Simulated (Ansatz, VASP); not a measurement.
# BaTe: VASP beside Ansatz

```xyz
2
Lattice="0.0000 3.5326 3.5326 3.5326 0.0000 3.5326 3.5326 3.5326 0.0000" Properties=species:S:1:pos:R:3 pbc="T T T"
Ba    0.0000    0.0000    0.0000
Te    3.5326    3.5326    3.5326
```

Alike in both runs: task single point; functional PBE; k mesh 8 × 8 × 8; occupations gaussian, width 0.02 eV; no spin polarisation.

|  | VASP | Ansatz |
| --- | --- | --- |
| version | VASP 6.6.1 | Ansatz 0.2.0 |
| potentials or method | VASP PAW PBE potentials, release 64 (Ba_sv, Te), cutoff 520 eV | scalar-relativistic, plane waves, PAW |
| valence electrons in the cell | 16 | 26 |

|  | VASP | Ansatz | Ansatz less VASP |
| --- | --- | --- | --- |
| gap on the k mesh at the Fermi level (eV) | 1.58 | 1.66 | +0.077 |
| least direct gap on the mesh (eV) | 1.96 | 2.01 | +0.049 |

VASP's potentials hold 16 valence electrons a cell and Ansatz's 26, so a difference there can come from the potentials and not from the codes.

Neither program's run includes spin-orbit coupling.
